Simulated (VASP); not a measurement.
# Ga3As (P6_3/mmc) in VASP: further runs

The runs below take Ga3As through single point, with PBE.

Everything below comes from runs of VASP 6.6.1. Logs are shortened: lines on timing, memory, paths and dates and some standing lists are left out, and cuts for length are marked.

## (1) The cell of the first run

It takes space group P6_3/mmc (No. 194, hexagonal). The conventional cell has a = 6.147 Å, b = 6.147 Å, c = 4.934 Å, α = 90.00°, β = 90.00°, γ = 120.00°. Within 4.0 Å of Ga (site symmetry mm2) lie 4 As at 3.04 to 3.07 Å and 8 Ga at 3.04 to 3.08 Å. As (site symmetry -6m2) has 12 Ga at 3.04 to 3.07 Å within 4.0 Å.

## (2) Single point, PBE

File INCAR:

```
PREC = Accurate
ENCUT = 520
EDIFF = 1E-6
ISMEAR = 0
SIGMA = 0.1
LREAL = False
LASPH = True
NELM = 60
ALGO = Fast
ISIF = 2
LWAVE = False
LCHARG = True
GGA = PE
LELF = True
LVHAR = True
NBANDS = 54
```

File KPOINTS:

```
regular mesh
0
Gamma
  3 3 4
```

File POSCAR:

```
Ga3As
1.0
    6.1465418087      0.0000000000      0.0000000000
   -3.0732709044      5.3230613518      0.0000000000
    0.0000000000      0.0000000000      4.9335481657
Ga As
6 2
Direct
    0.8330000000      0.6660000000      0.2500000000
    0.1670000000      0.8330000000      0.7500000000
    0.3340000000      0.1670000000      0.2500000000
    0.1670000000      0.3340000000      0.7500000000
    0.8330000000      0.1670000000      0.2500000000
    0.6660000000      0.8330000000      0.7500000000
    0.3333333333      0.6666666667      0.2500000000
    0.6666666667      0.3333333333      0.7500000000
```

Potentials or basis: VASP PAW PBE potentials, release 64 (Ga_d, As).

Run with:

```bash
cat potpaw_PBE.64/Ga_d/POTCAR potpaw_PBE.64/As/POTCAR > POTCAR
mpirun -np 1 vasp_std > vasp.out
```

OUTCAR:

```text
PREC = Accurate
   ENCUT = 520
   EDIFF = 1E-6
   ISMEAR = 0
   LREAL = False
   LASPH = True
   NELM = 60
   ISIF = 2
   GGA = PE

 ion  position               nearest neighbor table
   1  0.833  0.666  0.250-
   2  0.167  0.833  0.750-
   3  0.334  0.167  0.250-
   4  0.167  0.334  0.750-
   5  0.833  0.167  0.250-
   6  0.666  0.833  0.750-
   7  0.333  0.667  0.250-
   8  0.667  0.333  0.750-

  LATTYP: Found a hexagonal cell.
 ALAT       =     6.1465418087
 C/A-ratio  =     0.8026542923

  Lattice vectors:

 A1 = (   6.1465418087,   0.0000000000,   0.0000000000)
 A2 = (  -3.0732709044,   5.3230613518,   0.0000000000)
 A3 = (   0.0000000000,   0.0000000000,   4.9335481657)

Analysis of symmetry for initial positions (statically):
=====================================================================
 Subroutine PRICEL returns:
 Original cell was already a primitive cell.

 Routine SETGRP: Setting up the symmetry group for a
 hexagonal supercell.

 Subroutine GETGRP returns: Found 24 space group operations
 (whereof 12 operations were pure point group operations)
 out of a pool of 24 trial point group operations.

The static configuration has the point symmetry D_3d.
 The point group associated with its full space group is D_6h.

Analysis of symmetry for dynamics (positions and initial velocities):
=====================================================================
 Subroutine PRICEL returns:
 Original cell was already a primitive cell.

 Routine SETGRP: Setting up the symmetry group for a
 hexagonal supercell.

 Subroutine GETGRP returns: Found 24 space group operations
 (whereof 12 operations were pure point group operations)
 out of a pool of 24 trial point group operations.

The dynamic configuration has the point symmetry D_3d.
 The point group associated with its full space group is D_6h.

 Subroutine INISYM returns: Found 24 space group operations
 (whereof 12 operations are pure point group operations),
 and found     1 'primitive' translations

----------------------------------------------------------------------------------------

                                     Primitive cell

  volume of cell :     161.4179

  direct lattice vectors                    reciprocal lattice vectors
     6.146541809  0.000000000  0.000000000     0.162693110  0.093930911  0.000000000
    -3.073270904  5.323061352  0.000000000     0.000000000  0.187861821  0.000000000
     0.000000000  0.000000000  4.933548166     0.000000000  0.000000000  0.202693876

  length of vectors
     6.146541809  6.146541809  4.933548166     0.187861821  0.187861821  0.202693876

  position of ions in fractional coordinates (direct lattice)
     0.833000000  0.666000000  0.250000000
     0.167000000  0.833000000  0.750000000
     0.334000000  0.167000000  0.250000000
     0.167000000  0.334000000  0.750000000
     0.833000000  0.167000000  0.250000000
     0.666000000  0.833000000  0.750000000
     0.333333333  0.666666667  0.250000000
     0.666666667  0.333333333  0.750000000

  ion indices of the primitive-cell ions
   primitive index   ion index
                 1           1
                 2           2
                 3           3
                 4           4
                 5           5
                 6           6
                 7           7
                 8           8

----------------------------------------------------------------------------------------

 KPOINTS: regular mesh

Automatic generation of k-mesh.
 Grid dimensions read from file:
 generate k-points for:    3    3    4

 Generating k-lattice:

  Cartesian coordinates                     Fractional coordinates (reciprocal lattice)
     0.054231037  0.031310304  0.000000000     0.333333333  0.000000000  0.000000000
     0.000000000  0.062620607  0.000000000     0.000000000  0.333333333  0.000000000
     0.000000000  0.000000000  0.050673469     0.000000000  0.000000000  0.250000000

  Length of vectors
     0.062620607  0.062620607  0.050673469

  Shift w.r.t. Gamma in fractional coordinates (k-lattice)
     0.000000000  0.000000000  0.000000000

 Subroutine IBZKPT returns following result:
 ===========================================

 Found      9 irreducible k-points:

 Following reciprocal coordinates:
            Coordinates               Weight
  0.000000  0.000000  0.000000      1.000000
  0.333333  0.000000  0.000000      6.000000
  0.333333  0.333333  0.000000      2.000000
  0.000000  0.000000  0.250000      2.000000
  0.333333  0.000000  0.250000     12.000000
  0.333333  0.333333  0.250000      4.000000
  0.000000  0.000000  0.500000      1.000000
  0.333333  0.000000  0.500000      6.000000
  0.333333  0.333333  0.500000      2.000000
   k-points           NKPTS =      9   k-points in BZ     NKDIM =      9   number of bands    NBANDS=     54
   number of dos      NEDOS =    301   number of ions     NIONS =      8
   total plane-waves  NPLWV =  92160
   dimension x,y,z NGX =    48 NGY =   48 NGZ =   40
   dimension x,y,z NGXF=    96 NGYF=   96 NGZF=   80
   ions per type =               6   2
   NGX,Y,Z   is equivalent  to a cutoff of  12.98, 12.98, 13.48 a.u.
   NGXF,Y,Z  is equivalent  to a cutoff of  25.97, 25.97, 26.96 a.u.
 SYSTEM =  unknown system
   PREC   = accura    normal or accurate (medium, high low for compatibility)
   ISTART =      0    job   : 0-new  1-cont  2-samecut
   ICHARG =      2    charge: 1-file 2-atom 10-const
   ISPIN  =      1    spin polarized calculation?
   LNONCOLLINEAR =      F non collinear calculations
   LSORBIT =      F    spin-orbit coupling
   LASPH  =      T    aspherical Exc in radial PAW
   ENCUT  =  520.0 eV  38.22 Ry    6.18 a.u.  11.43 11.43  9.17*2*pi/ulx,y,z
   NELM   =     60;   NELMIN=  2; NELMDL= -5     # of ELM steps
   EDIFF  = 0.1E-05   stopping-criterion for ELM
   LREAL  =      F    real-space projection
   EDIFFG = 0.1E-04   stopping-criterion for IOM
   NSW    =      0    number of steps for IOM
   IBRION =     -1    ionic relax: 0-MD 1-quasi-New 2-CG
   NFREE  =      0    steps in history (QN), initial steepest desc. (CG)
   ISIF   =      2    stress and relaxation
   ISYM   =      2    0-nonsym 1-usesym 2-fastsym
   POTIM  = 0.5000    time-step for ionic-motion
   TEBEG  =    0.0;   TEEND  =   0.0 temperature during run
   PSTRESS=    0.0 pullay stress
   NELECT =      88.0000    total number of electrons
   NUPDOWN=      -1.0000    fix difference up-down
   EMIN   =  10.00;   EMAX   =-10.00  energy-range for DOS
   EFERMI =   0.00;   METHOD = LEGACY
   ISMEAR =     0;   SIGMA  =   0.10  broadening in eV -4-tet -1-fermi 0-gaus
   EFERMI_NEDOS =   21; number of points for ismear=-14 and -15
   IALGO  =     68    algorithm
   IMIX   =      4    mixing-type and parameters
     AMIX     =   0.40;   BMIX     =  1.00
     AMIX_MAG =   1.60;   BMIX_MAG =  1.00
  volume/ion in A,a.u.               =      20.18       136.16
  Fermi-wavevector in a.u.,A,eV,Ry     =   1.337371  2.527264 24.334844  1.788561
  Thomas-Fermi vector in A             =   2.465925
   LORBIT       =      0    0 simple, 1 ext, 2 COOP (PROOUT), +10 PAW based schemes
   GGA     = PE    functional components
   LHFCALC =     F    Hartree Fock is set to
   AEXX    =    0.0000 exact exchange contribution
   IVDW    =     0    specifies the selected vdW correction
   LEPSILON=     F    determine dielectric tensor
   LRPA    =     F    only Hartree local field effects (RPA)
 non-spin polarized calculation
 RMM-DIIS sequential band-by-band and
 Gauss-broadening in eV      SIGMA  =   0.10
  energy-cutoff  :      520.00
  volume of cell :      161.42
 maximum number of plane-waves:      4375
 NGX is ok and might be reduce to    48
   NGX = 23   NGY = 23   NGZ = 19

 number of electron      87.9999952 magnetization

 Free energy of the ion-electron system (eV)
  ---------------------------------------------------
  ext. energy  EPLUGINS =         0.00000000
  ---------------------------------------------------
  free energy    TOTEN  =       -26.23333834 eV

  energy without entropy =      -26.21574678  energy(sigma->0) =      -26.22454256

 E-fermi :   5.0188     XC(G=0): -10.6283

 val. band max:        4.8351535416   @ k =   0.0000   0.0000   0.0000
 cond. band min:       5.0737024071   @ k =   0.3333   0.0000   0.2500
 fundamental gap:      0.2385488654
 Fermi energy:         5.0188463564

 k-point     1 :       0.0000    0.0000    0.0000
  band No.  band energies     occupation
      1      -9.8251      2.00000
      2      -9.8002      2.00000
      3      -9.8002      2.00000
      4      -9.7999      2.00000
      5      -9.7882      2.00000
      6      -9.7590      2.00000
[... 46 lines left out ...]
     53       8.4488      0.00000
     54       9.6878      0.00000

 k-point     2 :       0.3333    0.0000    0.0000
  band No.  band energies     occupation
      1      -9.8001      2.00000
      2      -9.7796      2.00000
      3      -9.7750      2.00000
      4      -9.7561      2.00000
      5      -9.7525      2.00000
      6      -9.7524      2.00000
[... 46 lines left out ...]
     53       9.4053      0.00000
     54       9.4476      0.00000

 k-point     3 :       0.3333    0.3333    0.0000
  band No.  band energies     occupation
      1      -9.7679      2.00000
      2      -9.7678      2.00000
      3      -9.7678      2.00000
      4      -9.7441      2.00000
      5      -9.7389      2.00000
      6      -9.7171      2.00000
[... 46 lines left out ...]
     53       7.6101      0.00000
     54       9.6051      0.00000

 k-point     4 :       0.0000    0.0000    0.2500
  band No.  band energies     occupation
      1      -9.8325      2.00000
      2      -9.8167      2.00000
      3      -9.7905      2.00000
      4      -9.7905      2.00000
      5      -9.7701      2.00000
      6      -9.7497      2.00000
[... 46 lines left out ...]
     53      10.3681      0.00000
     54      10.4023      0.00000

 k-point     5 :       0.3333    0.0000    0.2500
  band No.  band energies     occupation
      1      -9.7952      2.00000
      2      -9.7912      2.00000
      3      -9.7753      2.00000
      4      -9.7571      2.00000
      5      -9.7504      2.00000
      6      -9.7427      2.00000
[... 46 lines left out ...]
     53       9.6107      0.00000
     54       9.7574      0.00000

 k-point     6 :       0.3333    0.3333    0.2500
  band No.  band energies     occupation
      1      -9.7650      2.00000
      2      -9.7650      2.00000
      3      -9.7604      2.00000
      4      -9.7404      2.00000
      5      -9.7404      2.00000
      6      -9.7366      2.00000
[... 46 lines left out ...]
     53       9.3553      0.00000
     54       9.3860      0.00000

 k-point     7 :       0.0000    0.0000    0.5000
  band No.  band energies     occupation
      1      -9.8154      2.00000
      2      -9.8154      2.00000
      3      -9.7800      2.00000
      4      -9.7800      2.00000
      5      -9.7700      2.00000
      6      -9.7700      2.00000
[... 46 lines left out ...]
     53      11.3098      0.00000
     54      11.4531      0.00000

 k-point     8 :       0.3333    0.0000    0.5000
  band No.  band energies     occupation
      1      -9.7826      2.00000
      2      -9.7826      2.00000
      3      -9.7722      2.00000
      4      -9.7722      2.00000
      5      -9.7498      2.00000
      6      -9.7498      2.00000
[... 46 lines left out ...]
     53      10.2885      0.00000
     54      10.3389      0.00000

 k-point     9 :       0.3333    0.3333    0.5000
  band No.  band energies     occupation
      1      -9.7661      2.00000
      2      -9.7661      2.00000
      3      -9.7552      2.00000
      4      -9.7552      2.00000
      5      -9.7340      2.00000
      6      -9.7340      2.00000
[... 46 lines left out ...]
     53       9.2044      0.00000
     54       9.2283      0.00000

------------------------ aborting loop because EDIFF is reached ----------------------------------------

  FORCE on cell =-STRESS in cart. coord.  units (eV):
  Direction    XX          YY          ZZ          XY          YZ          ZX
  --------------------------------------------------------------------------------------
  -------------------------------------------------------------------------------------
  Total       -2.4777896     -2.4777896      2.2654246      0.0000000     -0.0000000      0.0000000
  in kB      -24.5936687    -24.5936687     22.4858088      0.0000000     -0.0000000      0.0000000
  external PRESSURE =      -8.9005095 kB  Pullay stress =       0.0000000 kB

 VOLUME and BASIS-vectors are now :
 -----------------------------------------------------------------------------
  energy-cutoff  :      520.00
  volume of cell :      161.42
      direct lattice vectors                 reciprocal lattice vectors
     6.146541809  0.000000000  0.000000000     0.162693110  0.093930911  0.000000000
    -3.073270904  5.323061352  0.000000000     0.000000000  0.187861821  0.000000000
     0.000000000  0.000000000  4.933548166     0.000000000  0.000000000  0.202693876

 POSITION                                       TOTAL-FORCE (eV/Angst)
 -----------------------------------------------------------------------------------
      3.07327      3.54516      1.23339         0.000000     -0.118084      0.000000
     -1.53356      4.43411      3.70016         0.102264     -0.059042      0.000000
      1.53971      0.88895      1.23339         0.102264      0.059042      0.000000
     -0.00000      1.77790      3.70016        -0.000000      0.118084     -0.000000
      4.60683      0.88895      1.23339        -0.102264      0.059042      0.000000
      1.53356      4.43411      3.70016        -0.102264     -0.059042      0.000000
     -0.00000      3.54871      1.23339         0.000000      0.000000      0.000000
      3.07327      1.77435      3.70016         0.000000     -0.000000      0.000000
 -----------------------------------------------------------------------------------
    total drift:                               -0.000000      0.000000     -0.000000

  FREE ENERGIE OF THE ION-ELECTRON SYSTEM (eV)
  ---------------------------------------------------
  free  energy   TOTEN  =       -26.2333383376 eV

  energy  without entropy=      -26.2157467802  energy(sigma->0) =      -26.22454256
```

Wall time 56 s (1 thread of Intel Xeon 6975P-C (Granite Rapids), shared host); peak memory 0.31 GiB.

Results:

- Free energy: -26.2333 eV
- Pressure: -0.9 GPa
- Largest force: 0.118 eV/Å
- Band gap on the k mesh: zero (bands 44 and 45 overlap by 2.97 eV)

Forces on the atoms (eV/Å):
```
Ga   0.000 -0.118  0.000
Ga   0.102 -0.059  0.000
Ga   0.102  0.059  0.000
Ga   0.000  0.118  0.000
Ga  -0.102  0.059  0.000
Ga  -0.102 -0.059  0.000
As   0.000  0.000  0.000
As   0.000  0.000  0.000
```

Stress tensor (GPa, compression positive):
```
-2.46  0.00  0.00
 0.00 -2.46  0.00
 0.00  0.00  2.25
```

Levels at points of the mesh, in eV from the Fermi level:
```csv
k point,band 40,band 41,band 42,band 43,band 44,band 45,band 46,band 47,band 48,band 49
"(0.00, 0.00, 0.00)",-1.88,-1.23,-0.62,-0.62,-0.18,-0.18,0.22,1.09,1.09,1.78
"(0.00, 0.00, 0.50)",-3.67,-3.67,-3.67,-3.32,-3.32,2.46,2.46,4.23,4.23,4.23
```

Caveat: the k points lie up to 0.39 Å⁻¹ apart, too coarse for converged energies and pressures of a metal.

## (3) Single point, PBE

This run uses another cell than the first one, of 19.73 Å³/atom.

File INCAR:

```
SYSTEM = Ga3As
  ALGO = Fast
  EDIFF = 1E-7
  ENCUT = 520
  GGA = PE
  ISIF = 2
  ISMEAR = 0
  LASPH = .TRUE.
  LCHARG = .TRUE.
  LELF = .TRUE.
  LREAL = .FALSE.
  LVHAR = .TRUE.
  LWAVE = .FALSE.
  NBANDS = 54
  NELM = 60
  PREC = Accurate
  SIGMA = 0.1
```

File KPOINTS:

```
k-points
0
G
  6 6 8
  0 0 0
```

File POSCAR:

```
Ga3As
1.0
    6.1920905981      0.0000000000      0.0000000000
   -3.0960452991      5.3625077605      0.0000000000
    0.0000000000      0.0000000000      4.7536088778
Ga As
6 2
Direct
    0.8321470058      0.6642940116      0.2500000000
    0.1678529942      0.8321470058      0.7500000000
    0.3357059884      0.1678529942      0.2500000000
    0.1678529942      0.3357059884      0.7500000000
    0.8321470058      0.1678529942      0.2500000000
    0.6642940116      0.8321470058      0.7500000000
    0.3333333333      0.6666666667      0.2500000000
    0.6666666667      0.3333333333      0.7500000000
```

Potentials or basis: VASP PAW PBE potentials, release 64 (Ga_d, As).

Run with:

```bash
cat potpaw_PBE.64/Ga_d/POTCAR potpaw_PBE.64/As/POTCAR > POTCAR
mpirun -np 1 vasp_std > vasp.out
```

Run time: 3 min. Hardware: 1 thread of Intel Xeon 6975P-C (Granite Rapids), shared host; peak memory 0.41 GiB.

It converged, with:

```yaml
Free_energy: -26.2605 eV
Pressure: 0.1 GPa
Band_gap_on_the_k_mesh: zero (bands 44 and 45 overlap by 2.44 eV)
```

Forces on the atoms (eV/Å):
```
Ga   0.000 -0.002  0.000
Ga   0.002 -0.001  0.000
Ga   0.002  0.001  0.000
Ga   0.000  0.002  0.000
Ga  -0.002  0.001  0.000
Ga  -0.002 -0.001  0.000
As   0.000  0.000  0.000
As   0.000  0.000  0.000
```

Levels at points of the mesh, in eV from the Fermi level:
| k point | band 42 | band 43 | band 44 | band 45 | band 46 | band 47 |
| --- | --- | --- | --- | --- | --- | --- |
| (0.00, 0.00, 0.00) | -0.40 | -0.40 | 0.18 | 0.18 | 0.61 | 1.06 |
| (0.50, 0.00, 0.00) | -1.20 | -1.14 | -0.87 | -0.69 | 0.19 | 0.44 |
| (0.00, 0.00, 0.50) | -3.82 | -3.49 | -3.49 | 3.09 | 3.09 | 3.99 |
| (0.50, 0.00, 0.50) | -1.12 | -0.39 | -0.39 | 1.00 | 1.00 | 1.76 |
